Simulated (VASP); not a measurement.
# Co (P6/mmm) in VASP: further runs

The runs below take Co through single point, with LDA.

Program: VASP 6.6.1. These are calculated values, not measurements. Logs are shortened: lines on timing, memory, paths and dates and some standing lists are left out, and cuts for length are marked.

## 1. The cell of the first run

It takes space group P6/mmm (No. 191, hexagonal). The conventional cell has a = 2.348 Å, b = 2.348 Å, c = 2.216 Å, α = 90.00°, β = 90.00°, γ = 120.00°. Within 2.9 Å of Co (site symmetry 6/mmm) lie 8 Co at 2.22 to 2.35 Å.

This isn't the form of Co at room conditions, which is hcp.

## 2. Single point, LDA, collinear spin, ferromagnetic start

The input, INCAR:

```
SYSTEM = Co
PREC = Accurate ; ENCUT = 520
EDIFF = 1E-7 ; ISMEAR = -1
SIGMA = 0.08 ; LREAL = .False.
LASPH = .True. ; NELM = 150
ALGO = Normal ; ISIF = 2
LWAVE = .False. ; LCHARG = .False.
ISPIN = 2 ; MAGMOM = 1.7
LORBIT = 11 ; LMAXMIX = 4
NBANDS = 14
```

The input, KPOINTS:

```
Automatic mesh
0
Gamma
  19 19 17
  0 0 0
```

The input, POSCAR:

```
Co
1.0
    2.3484809728      0.0000000000      0.0000000000
   -1.1742404864      2.0338441828      0.0000000000
    0.0000000000      0.0000000000      2.2159178943
Co
1
Direct
    0.0000000000      0.0000000000      0.0000000000
```

Potentials or basis: VASP PAW LDA potentials, release 64 (Co).

On the command line:

```console
$ cat potpaw_LDA.64/Co/POTCAR > POTCAR
$ mpirun -np 1 vasp_std > vasp.out
```

OUTCAR:

```text
SYSTEM = Co
   PREC = Accurate
   ENCUT = 520
   EDIFF = 1E-7
   ISMEAR = -1
   LREAL = .False.
   LASPH = .True.
   NELM = 150
   ISIF = 2
   ISPIN = 2
   LORBIT = 11

 ion  position               nearest neighbor table
   1  0.000  0.000  0.000-

  LATTYP: Found a hexagonal cell.
 ALAT       =     2.3484809728
 C/A-ratio  =     0.9435536928

  Lattice vectors:

 A1 = (   2.3484809728,   0.0000000000,   0.0000000000)
 A2 = (  -1.1742404864,   2.0338441828,   0.0000000000)
 A3 = (   0.0000000000,   0.0000000000,   2.2159178943)

Analysis of symmetry for initial positions (statically):
=====================================================================
 Subroutine PRICEL returns:
 Original cell was already a primitive cell.

 Routine SETGRP: Setting up the symmetry group for a
 hexagonal supercell.

 Subroutine GETGRP returns: Found 24 space group operations
 (whereof 24 operations were pure point group operations)
 out of a pool of 24 trial point group operations.

The static configuration has the point symmetry D_6h.

Analysis of symmetry for dynamics (positions and initial velocities):
=====================================================================
 Subroutine PRICEL returns:
 Original cell was already a primitive cell.

 Routine SETGRP: Setting up the symmetry group for a
 hexagonal supercell.

 Subroutine GETGRP returns: Found 24 space group operations
 (whereof 24 operations were pure point group operations)
 out of a pool of 24 trial point group operations.

The dynamic configuration has the point symmetry D_6h.

Analysis of structural, dynamic, and magnetic symmetry:
=====================================================================
 Subroutine PRICEL returns:
 Original cell was already a primitive cell.

 Routine SETGRP: Setting up the symmetry group for a
 hexagonal supercell.

 Subroutine GETGRP returns: Found 24 space group operations
 (whereof 24 operations were pure point group operations)
 out of a pool of 24 trial point group operations.

The overall configuration has the point symmetry D_6h.

 Subroutine INISYM returns: Found 24 space group operations
 (whereof 24 operations are pure point group operations),
 and found     1 'primitive' translations

----------------------------------------------------------------------------------------

                                     Primitive cell

  volume of cell :      10.5842

  direct lattice vectors                    reciprocal lattice vectors
     2.348480973  0.000000000  0.000000000     0.425807154  0.245839875  0.000000000
    -1.174240486  2.033844183  0.000000000     0.000000000  0.491679750  0.000000000
     0.000000000  0.000000000  2.215917894     0.000000000  0.000000000  0.451280258

  length of vectors
     2.348480973  2.348480973  2.215917894     0.491679750  0.491679750  0.451280258

  position of ions in fractional coordinates (direct lattice)
     0.000000000  0.000000000  0.000000000

  ion indices of the primitive-cell ions
   primitive index   ion index
                 1           1

----------------------------------------------------------------------------------------

 KPOINTS: Automatic mesh

Automatic generation of k-mesh.
 Grid dimensions read from file:
 generate k-points for:   19   19   17

 Generating k-lattice:

  Cartesian coordinates                     Fractional coordinates (reciprocal lattice)
     0.022410903  0.012938941  0.000000000     0.052631579 -0.000000000  0.000000000
     0.000000000  0.025877882  0.000000000     0.000000000  0.052631579  0.000000000
     0.000000000  0.000000000  0.026545898     0.000000000  0.000000000  0.058823529

  Length of vectors
     0.025877882  0.025877882  0.026545898

  Shift w.r.t. Gamma in fractional coordinates (k-lattice)
     0.000000000  0.000000000  0.000000000

 Subroutine IBZKPT returns following result:
 ===========================================

 Found    360 irreducible k-points:

 Following reciprocal coordinates:
            Coordinates               Weight
  0.000000  0.000000  0.000000      1.000000
  0.052632 -0.000000  0.000000      6.000000
  0.105263 -0.000000  0.000000      6.000000
  0.157895 -0.000000  0.000000      6.000000
  0.210526 -0.000000  0.000000      6.000000
  0.263158 -0.000000  0.000000      6.000000
[... 16 lines left out ...]
  0.263158  0.105263  0.000000     12.000000
  0.315789  0.105263  0.000000     12.000000
 [... further k-points ...]
   k-points           NKPTS =    360   k-points in BZ     NKDIM =    360   number of bands    NBANDS=     14
   number of dos      NEDOS =    301   number of ions     NIONS =      1
   total plane-waves  NPLWV =   5184
   dimension x,y,z NGX =    18 NGY =   18 NGZ =   16
   dimension x,y,z NGXF=    36 NGYF=   36 NGZF=   32
   ions per type =               1
   NGX,Y,Z   is equivalent  to a cutoff of  12.74, 12.74, 12.00 a.u.
   NGXF,Y,Z  is equivalent  to a cutoff of  25.48, 25.48, 24.01 a.u.
 SYSTEM =  Co
   PREC   = accura    normal or accurate (medium, high low for compatibility)
   ISTART =      0    job   : 0-new  1-cont  2-samecut
   ICHARG =      2    charge: 1-file 2-atom 10-const
   ISPIN  =      2    spin polarized calculation?
   LNONCOLLINEAR =      F non collinear calculations
   LSORBIT =      F    spin-orbit coupling
   LASPH  =      T    aspherical Exc in radial PAW
   ENCUT  =  520.0 eV  38.22 Ry    6.18 a.u.   4.37  4.37  4.12*2*pi/ulx,y,z
   NELM   =    150;   NELMIN=  2; NELMDL= -5     # of ELM steps
   EDIFF  = 0.1E-06   stopping-criterion for ELM
   LREAL  =      F    real-space projection
   EDIFFG = 0.1E-05   stopping-criterion for IOM
   NSW    =      0    number of steps for IOM
   IBRION =     -1    ionic relax: 0-MD 1-quasi-New 2-CG
   NFREE  =      0    steps in history (QN), initial steepest desc. (CG)
   ISIF   =      2    stress and relaxation
   ISYM   =      2    0-nonsym 1-usesym 2-fastsym
   POTIM  = 0.5000    time-step for ionic-motion
   TEBEG  =    0.0;   TEEND  =   0.0 temperature during run
   PSTRESS=    0.0 pullay stress
   NELECT =       9.0000    total number of electrons
   NUPDOWN=      -1.0000    fix difference up-down
   EMIN   =  10.00;   EMAX   =-10.00  energy-range for DOS
   EFERMI =   0.00;   METHOD = LEGACY
   ISMEAR =    -1;   SIGMA  =   0.08  broadening in eV -4-tet -1-fermi 0-gaus
   EFERMI_NEDOS =   21; number of points for ismear=-14 and -15
   IALGO  =     38    algorithm
   IMIX   =      4    mixing-type and parameters
     AMIX     =   0.40;   BMIX     =  1.00
     AMIX_MAG =   1.60;   BMIX_MAG =  1.00
  volume/ion in A,a.u.               =      10.58        71.43
  Fermi-wavevector in a.u.,A,eV,Ry     =   1.550968  2.930905 32.728843  2.405502
  Thomas-Fermi vector in A             =   2.655555
   LORBIT       =     11    0 simple, 1 ext, 2 COOP (PROOUT), +10 PAW based schemes
   GGA     = CA    functional components
   LHFCALC =     F    Hartree Fock is set to
   AEXX    =    0.0000 exact exchange contribution
   IVDW    =     0    specifies the selected vdW correction
   LEPSILON=     F    determine dielectric tensor
   LRPA    =     F    only Hartree local field effects (RPA)
 spin polarized calculation
  energy-cutoff  :      520.00
  volume of cell :       10.58
 maximum number of plane-waves:       298
 NGX is ok and might be reduce to    18
   NGX =  9   NGY =  9   NGZ =  9

 number of electron       9.0000002 magnetization       1.2808577

 Free energy of the ion-electron system (eV)
  ---------------------------------------------------
  ext. energy  EPLUGINS =         0.00000000
  ---------------------------------------------------
  free energy    TOTEN  =        -7.57174666 eV

  energy without entropy =       -7.53415934  energy(sigma->0) =       -7.55295300

 E-fermi :  10.4232     XC(G=0): -13.8224

 val. band max:       10.4221233637   @ k =   0.3158   0.1053   0.0000
 cond. band min:      10.4269973259   @ k =   0.3158   0.0526   0.4118
 fundamental gap:      0.0048739623
 Fermi energy:        10.4231906311

 spin component 1

 k-point     1 :       0.0000    0.0000    0.0000
  band No.  band energies     occupation
      1       1.2891      1.00000
      2       5.8443      1.00000
      3       7.9742      1.00000
      4       7.9742      1.00000
      5      10.1619      0.96323
      6      10.1619      0.96323
      7      31.3369      0.00000
      8      33.7712      0.00000
      9      36.9257      0.00000
     10      38.2182      0.00000
     11      38.2182      0.00000
     12      40.4055      0.00000
     13      40.4055      0.00000
     14      46.5077      0.00000
[... 375 lines left out ...]
 k-point    24 :       0.3158    0.1053    0.0000
  band No.  band energies     occupation
      1       5.2201      1.00000
      2       6.3810      1.00000
      3       7.8169      1.00000
      4       9.0259      1.00000
      5       9.8484      0.99924
      6      10.6504      0.05520
      7      20.0471      0.00000
      8      26.2393      0.00000
      9      37.5139      0.00000
     10      38.0495      0.00000
     11      38.2309      0.00000
     12      47.1036      0.00000
     13      47.1270      0.00000
     14      48.6978      0.00000

 [... further k-points ...]

 spin component 2

 k-point     1 :       0.0000    0.0000    0.0000
  band No.  band energies     occupation
      1       1.5115      1.00000
      2       6.7119      1.00000
      3       9.0499      1.00000
      4       9.0499      1.00000
      5      11.6590      0.00000
      6      11.6590      0.00000
      7      31.6552      0.00000
      8      33.8580      0.00000
      9      37.3174      0.00000
     10      38.6357      0.00000
     11      38.6357      0.00000
     12      40.7588      0.00000
     13      40.7588      0.00000
     14      48.0629      0.00000
[... 375 lines left out ...]
 k-point    24 :       0.3158    0.1053    0.0000
  band No.  band energies     occupation
      1       5.7342      1.00000
      2       7.2684      1.00000
      3       8.5085      1.00000
      4      10.4221      0.50334
      5      11.3203      0.00001
      6      11.7291      0.00000
      7      20.6103      0.00000
      8      26.6209      0.00000
      9      37.8241      0.00000
     10      38.3188      0.00000
     11      38.6320      0.00000
     12      47.4321      0.00000
     13      48.2734      0.00000
     14      50.0943      0.00000

 [... further k-points ...]

------------------------ aborting loop because EDIFF is reached ----------------------------------------

  FORCE on cell =-STRESS in cart. coord.  units (eV):
  Direction    XX          YY          ZZ          XY          YZ          ZX
  --------------------------------------------------------------------------------------
  -------------------------------------------------------------------------------------
  Total        0.1458868      0.1458868      0.1915686     -0.0000000     -0.0000000      0.0000000
  in kB       22.0835125     22.0835125     28.9985644     -0.0000000     -0.0000000      0.0000000
  external PRESSURE =      24.3885298 kB  Pullay stress =       0.0000000 kB

 VOLUME and BASIS-vectors are now :
 -----------------------------------------------------------------------------
  energy-cutoff  :      520.00
  volume of cell :       10.58
      direct lattice vectors                 reciprocal lattice vectors
     2.348480973  0.000000000  0.000000000     0.425807154  0.245839875  0.000000000
    -1.174240486  2.033844183  0.000000000     0.000000000  0.491679750  0.000000000
     0.000000000  0.000000000  2.215917894     0.000000000  0.000000000  0.451280258

 POSITION                                       TOTAL-FORCE (eV/Angst)
 -----------------------------------------------------------------------------------
      0.00000      0.00000      0.00000        -0.000000      0.000000      0.000000
 -----------------------------------------------------------------------------------
    total drift:                                0.000000      0.000000      0.000000

  FREE ENERGIE OF THE ION-ELECTRON SYSTEM (eV)
  ---------------------------------------------------
  free  energy   TOTEN  =        -7.5717466637 eV

  energy  without entropy=       -7.5341593427  energy(sigma->0) =       -7.55295300

 total charge

# of ion       s       p       d       tot
------------------------------------------
    1        0.534   0.528   7.384   8.447

 magnetization (x)

# of ion       s       p       d       tot
------------------------------------------
    1        0.003   0.000   1.265   1.269
```

It took 89 s on 1 thread of Intel Xeon Platinum 8488C (Sapphire Rapids), shared host; peak memory 0.18 GiB.

What came out:

```yaml
Free_energy: -7.5717 eV
Pressure: 2.4 GPa
Net_moment: 1.28 μB per cell
Site_moments: Co +1.27 μB
Valence_electrons_inside_the_program's_atomic_spheres: Co 8.45
```

## 3. Single point, LDA, collinear spin, ferromagnetic start

The input, INCAR:

```
ALGO = Normal ; EDIFF = 1E-6
ENCUT = 520 ; GGA = CA
ISIF = 2 ; ISMEAR = -1
ISPIN = 2 ; LASPH = T
LCHARG = F ; LMAXMIX = 4
LORBIT = 11 ; LREAL = F
LWAVE = F ; MAGMOM = 1.7
NBANDS = 14 ; NELM = 150
PREC = Accurate ; SIGMA = 0.08
```

The input, KPOINTS:

```
k-points
0
Gamma
  19 19 17
```

The input, POSCAR:

```
Co
1.0
    2.3484014194      0.0000000000      0.0000000000
   -1.1742007097      2.0337752875      0.0000000000
    0.0000000000      0.0000000000      2.2144871155
Co
1
Direct
    0.0000000000      0.0000000000      0.0000000000
```

Potentials or basis: VASP PAW LDA potentials, release 64 (Co).

On the command line:

```console
$ cat potpaw_LDA.64/Co/POTCAR > POTCAR
$ mpirun -np 1 vasp_std > vasp.out
```

Run time: 87 s. Hardware: 1 thread of Intel Xeon Platinum 8488C (Sapphire Rapids), shared host; peak memory 0.18 GiB.

The run converged. Its results:

```yaml
Free_energy: -7.5716 eV
Pressure: 2.6 GPa
Net_moment: 1.28 μB per cell
Site_moments: Co +1.27 μB
Valence_electrons_inside_the_program's_atomic_spheres: Co 8.45
```

Stress tensor (GPa, compression positive):
```
2.31 0.00 0.00
0.00 2.31 0.00
0.00 0.00 3.21
```

Levels at points of the mesh, in eV from the Fermi level:
Spin up:
```
           k point  band 3  band 4  band 5  band 6  band 7  band 8
(0.00, 0.00, 0.00)   -2.45   -2.45   -0.26   -0.26   20.95   23.34
```
Spin down:
```tsv
k point	band 1	band 2	band 3	band 4	band 5	band 6	band 7	band 8	band 9
(0.00, 0.00, 0.00)	-8.92	-3.72	-1.38	-1.38	1.24	1.24	21.27	23.43	26.93
```
